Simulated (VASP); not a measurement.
# Mg (P6_3/mmc) in VASP: notebook, part 2 of 2

VASP 6.6.1.

## 5. Single point, PBEsol

This run uses another cell than the first one, of 16.94 Å³/atom, 0.753 times its volume.

File INCAR:

```
PREC = Accurate
ENCUT = 520
EDIFF = 1E-6
ISMEAR = 0
SIGMA = 0.1
LREAL = False
LASPH = True
NELM = 60
ALGO = Normal
ISIF = 2
LWAVE = False
LCHARG = False
GGA = PS
NBANDS = 9
```

File KPOINTS:

```
Automatic mesh
0
Gamma
  9 9 4
```

File POSCAR:

```
Mg
1.0
    2.8850910214      0.0000000000      0.0000000000
   -1.4425455107      2.4985621167      0.0000000000
    0.0000000000      0.0000000000      4.6993225069
Mg
2
Direct
    0.3333333333      0.6666666667      0.2500000000
    0.6666666667      0.3333333333      0.7500000000
```

Potentials or basis: VASP PAW PBE potentials, release 64 (Mg).

The run is started by

```sh
$ cat potpaw_PBE.64/Mg/POTCAR > POTCAR
$ mpirun -np 1 vasp_std > vasp.out
```

OUTCAR:

```text
PREC = Accurate
   ENCUT = 520
   EDIFF = 1E-6
   ISMEAR = 0
   LREAL = False
   LASPH = True
   NELM = 60
   ISIF = 2
   GGA = PS

 ion  position               nearest neighbor table
   1  0.333  0.667  0.250-   2 2.88   2 2.88   2 2.88   2 2.88   2 2.88   2 2.88
   2  0.667  0.333  0.750-   1 2.88   1 2.88   1 2.88   1 2.88   1 2.88   1 2.88

  LATTYP: Found a hexagonal cell.
 ALAT       =     2.8850910214
 C/A-ratio  =     1.6288298955

  Lattice vectors:

 A1 = (   2.8850910214,   0.0000000000,   0.0000000000)
 A2 = (  -1.4425455107,   2.4985621167,   0.0000000000)
 A3 = (   0.0000000000,   0.0000000000,   4.6993225069)

Analysis of symmetry for initial positions (statically):
=====================================================================
 Subroutine PRICEL returns:
 Original cell was already a primitive cell.

 Routine SETGRP: Setting up the symmetry group for a
 hexagonal supercell.

 Subroutine GETGRP returns: Found 24 space group operations
 (whereof 12 operations were pure point group operations)
 out of a pool of 24 trial point group operations.

The static configuration has the point symmetry D_3d.
 The point group associated with its full space group is D_6h.

Analysis of symmetry for dynamics (positions and initial velocities):
=====================================================================
 Subroutine PRICEL returns:
 Original cell was already a primitive cell.

 Routine SETGRP: Setting up the symmetry group for a
 hexagonal supercell.

 Subroutine GETGRP returns: Found 24 space group operations
 (whereof 12 operations were pure point group operations)
 out of a pool of 24 trial point group operations.

The dynamic configuration has the point symmetry D_3d.
 The point group associated with its full space group is D_6h.

 Subroutine INISYM returns: Found 24 space group operations
 (whereof 12 operations are pure point group operations),
[... 113 lines left out ...]
   IALGO  =     38    algorithm
   IMIX   =      4    mixing-type and parameters
     AMIX     =   0.40;   BMIX     =  1.00
     AMIX_MAG =   1.60;   BMIX_MAG =  1.00
  volume/ion in A,a.u.               =      16.94       114.30
  Fermi-wavevector in a.u.,A,eV,Ry     =   0.803156  1.517745  8.776566  0.645059
  Thomas-Fermi vector in A             =   1.910970
   LORBIT       =      0    0 simple, 1 ext, 2 COOP (PROOUT), +10 PAW based schemes
   GGA     = PS    functional components
   LHFCALC =     F    Hartree Fock is set to
   AEXX    =    0.0000 exact exchange contribution
   IVDW    =     0    specifies the selected vdW correction
   LEPSILON=     F    determine dielectric tensor
   LRPA    =     F    only Hartree local field effects (RPA)
 non-spin polarized calculation
 Gauss-broadening in eV      SIGMA  =   0.10
  energy-cutoff  :      520.00
  volume of cell :       33.88
 maximum number of plane-waves:       941
 NGX is ok and might be reduce to    24
   NGX = 11   NGY = 11   NGZ = 17

 number of electron       4.0000000 magnetization

 Free energy of the ion-electron system (eV)
  ---------------------------------------------------
  ext. energy  EPLUGINS =         0.00000000
  ---------------------------------------------------
  free energy    TOTEN  =        -2.92598797 eV

  energy without entropy =       -2.92183979  energy(sigma->0) =       -2.92391388

 E-fermi :   4.2226     XC(G=0):  -9.5465

 val. band max:        4.2182510085   @ k =   0.4444   0.1111   0.5000
 cond. band min:       4.5244690018   @ k =   0.4444  -0.0000   0.2500
 fundamental gap:      0.3062179933
 Fermi energy:         4.2226269733

 k-point     1 :       0.0000    0.0000    0.0000
  band No.  band energies     occupation
      1      -3.9596      2.00000
      2       2.1675      2.00000
      3       3.1202      2.00000
      4      17.2094      0.00000
      5      17.2094      0.00000
      6      18.0116      0.00000
      7      18.0116      0.00000
      8      18.0591      0.00000
      9      20.8899      0.00000
[... 265 lines left out ...]
 k-point    24 :       0.3333    0.3333    0.2500
  band No.  band energies     occupation
      1       3.7515      2.00000
      2       4.0916      1.93611
      3       4.0916      1.93611
      4       6.8189      0.00000
      5       7.9068      0.00000
      6       7.9068      0.00000
      7      13.0229      0.00000
      8      14.8188      0.00000
      9      14.8188      0.00000

 [... further k-points ...]
[... 5 lines left out ...]
  --------------------------------------------------------------------------------------
  -------------------------------------------------------------------------------------
  Total        3.9914676      3.9914676      3.9702900      0.0000000      0.0000000      0.0000000
  in kB      188.7809956    188.7809956    187.7793780      0.0000000      0.0000000      0.0000000
  external PRESSURE =     188.4471230 kB  Pullay stress =       0.0000000 kB

 VOLUME and BASIS-vectors are now :
 -----------------------------------------------------------------------------
  energy-cutoff  :      520.00
  volume of cell :       33.88
      direct lattice vectors                 reciprocal lattice vectors
     2.885091021  0.000000000  0.000000000     0.346609515  0.200115097  0.000000000
    -1.442545511  2.498562117  0.000000000     0.000000000  0.400230194  0.000000000
     0.000000000  0.000000000  4.699322507     0.000000000  0.000000000  0.212796632

 POSITION                                       TOTAL-FORCE (eV/Angst)
 -----------------------------------------------------------------------------------
     -0.00000      1.66571      1.17483         0.000000     -0.000000      0.000000
      1.44255      0.83285      3.52449        -0.000000      0.000000      0.000000
 -----------------------------------------------------------------------------------
    total drift:                                0.000000     -0.000000      0.000000

  FREE ENERGIE OF THE ION-ELECTRON SYSTEM (eV)
  ---------------------------------------------------
  free  energy   TOTEN  =        -2.9259879738 eV

  energy  without entropy=       -2.9218397851  energy(sigma->0) =       -2.92391388
```

stdout:

```text
POSCAR found type information on POSCAR Mg
 POSCAR found :  1 types and       2 ions
 scaLAPACK will be used
 -----------------------------------------------------------------------------
|                                                                             |
|                                                                             |
|     You enforced a specific xc type in the INCAR file but a different       |
|     I HOPE YOU KNOW WHAT YOU ARE DOING!                                     |
|                                                                             |
 -----------------------------------------------------------------------------

 LDA part: xc-table for (Slater+PW92), standard interpolation
 POSCAR, INCAR and KPOINTS ok, starting setup
 FFT: planning ... GRIDC
 FFT: planning ... GRID_SOFT
 FFT: planning ... GRID
 WAVECAR not read
 entering main loop
```

It took 5.5 s on 1 thread of Intel Xeon Platinum 8488C (Sapphire Rapids), shared host; peak memory 0.15 GiB.

What came out:

- Free energy: -2.9260 eV
- Pressure: 18.8 GPa
- Band gap on the k mesh: zero (band 2 reaches 5.32 eV, above the bottom of band 3 at 3.12 eV)

Stress tensor (GPa, compression positive):
```
18.88  0.00  0.00
 0.00 18.88  0.00
 0.00  0.00 18.78
```

Levels at points of the mesh, in eV from the Fermi level:
| k point | band 1 | band 2 | band 3 | band 4 | band 5 | band 6 | band 7 |
| --- | --- | --- | --- | --- | --- | --- | --- |
| (0.00, 0.00, 0.00) | -8.18 | -2.06 | -1.10 | 12.99 | 12.99 | 13.79 | 13.79 |
| (0.00, 0.00, 0.50) | -6.49 | -6.49 | 6.10 | 6.10 | 13.76 | 13.76 | 13.76 |

Caveat: the PAW data sets were made with another functional, which shifts forces and pressure a little.

## 6. Relaxation of cell and atoms, PBEsol, target pressure 18.6 GPa, at which the enthalpy is minimised

This run uses another cell than the first one, of 16.94 Å³/atom, 0.753 times its volume.

File INCAR:

```
ALGO = Normal
EDIFF = 1E-7
EDIFFG = -0.05
ENCUT = 600
GGA = PS
IBRION = 2
ISIF = 3
ISMEAR = 0
LASPH = True
LCHARG = False
LREAL = False
LWAVE = False
NELM = 60
NSW = 80
PREC = Accurate
PSTRESS = 186.0
SIGMA = 0.1
```

File KPOINTS:

```
k-points
0
Gamma
  9 9 4
```

POSCAR is that of step 5.

Potentials or basis: VASP PAW PBE potentials, release 64 (Mg).

The run is started by

```sh
$ cat potpaw_PBE.64/Mg/POTCAR > POTCAR
$ mpirun -np 1 vasp_std > vasp.out
```

Wall time 4.9 s (1 thread of Intel Xeon Platinum 8488C (Sapphire Rapids), shared host); peak memory 0.15 GiB.

Results (log left out):

```yaml
Free_energy: -2.9264 eV
Pressure_after_relaxing: 18.8 GPa
Band_gap_on_the_k_mesh: zero (band 2 reaches 5.32 eV, above the bottom of band 3 at 3.12 eV)
```

Stress tensor (GPa, compression positive):
```
18.88  0.00  0.00
 0.00 18.88  0.00
 0.00  0.00 18.78
```

Final structure:
```
Mg
1.0
     2.88509    0.00000    0.00000
    -1.44255    2.49856    0.00000
     0.00000    0.00000    4.69932
Mg
2
Cartesian
  0.0000 1.6657 1.1748
  1.4425 0.8329 3.5245
```

Levels at points of the mesh, in eV from the Fermi level:
| k point | band 1 | band 2 | band 3 | band 4 | band 5 |
| --- | --- | --- | --- | --- | --- |
| (0.00, 0.00, 0.00) | -8.18 | -2.06 | -1.10 | 12.99 | 12.99 |
| (0.00, 0.00, 0.50) | -6.49 | -6.49 | 6.10 | 6.10 | 13.76 |

Caveat: the relaxation stopped at its first step, so nothing moved; the cell is relaxed towards a set pressure, so the enthalpy falls and the energy may rise; the PAW data sets were made with another functional, which shifts forces and pressure a little.

## 7. The runs side by side

```tsv
task	level	cell	k mesh	cutoff (eV)	gap on the mesh (eV)	pressure (GPa)
single point	PBEsol	a = 3.188, b = 3.188, c = 5.108 Å, angles 90.0, 90.0, 120.0°, 2 atoms	15 × 15 × 8	520	none	0.0
single point	r2SCAN	a = 3.188, b = 3.188, c = 5.108 Å, angles 90.0, 90.0, 120.0°, 2 atoms	15 × 15 × 8	520	none	-0.2
single point	PBEsol	a = 2.885, b = 2.885, c = 4.699 Å, angles 90.0, 90.0, 120.0°, 2 atoms	9 × 9 × 4	520	none	18.8
relaxation of cell and atoms	PBEsol	relaxed to 18.6 GPa from a = 2.885, b = 2.885, c = 4.699 Å, angles 90.0, 90.0, 120.0°, 2 atoms	9 × 9 × 4	600	none	18.8
```

Alike in all rows: potentials or basis VASP PAW PBE potentials, release 64 (Mg); no spin polarisation; smearing gaussian 0.1 eV.

Caveats: the PAW data sets were made with another functional, which shifts forces and pressure a little; the relaxation stopped at its first step, so nothing moved (some runs); the cell is relaxed towards a set pressure, so the enthalpy falls and the energy may rise (some runs).

Absolute energies hang on the potentials; compare differences alone.
